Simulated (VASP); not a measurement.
W, 1 atom in the cell. Symmetry: I4/mmm, No. 139, tetragonal system. The conventional cell has a = 3.450 Å, b = 3.450 Å, c = 3.067 Å, α = 90.00°, β = 90.00°, γ = 90.00°. Within 3.8 Å of W (site symmetry 4/mmm) lie 14 W at 2.88 to 3.45 Å.  This cell differs from its parent crystal: strain +0.080 along x and y, -0.040 along z.

```yaml
Program: VASP 6.6.1
Task: single point
Functional: PBE
Potentials_or_basis: VASP PAW PBE potentials, release 64 (W_sv)
Cutoff: 520 eV
k_mesh: 20 × 20 × 20
Occupations: gaussian, width 0.15 eV
Spin: no spin polarisation
Dipole_correction: no
Further_INCAR_settings: ALGO = Fast; EDIFF = 1e-07; NBANDS = 13
```

Potentials or basis: VASP PAW PBE potentials, release 64 (W_sv).

Command:

```console
$ cat potpaw_PBE.64/W_sv/POTCAR > POTCAR
$ mpirun -np 1 vasp_std > vasp.out
```

Hardware: 1 thread of Intel(R) Xeon(R) Platinum 8375C CPU @ 2.90GHz (Ice Lake), with other jobs on the host.

Task: Estimate the wall time of this run.

Result: Wall time 100 s on 1 thread of Intel(R) Xeon(R) Platinum 8375C CPU @ 2.90GHz (Ice Lake), on a shared host, peak memory 0.26 GiB. Counts: scf iterations 14, k points 641.
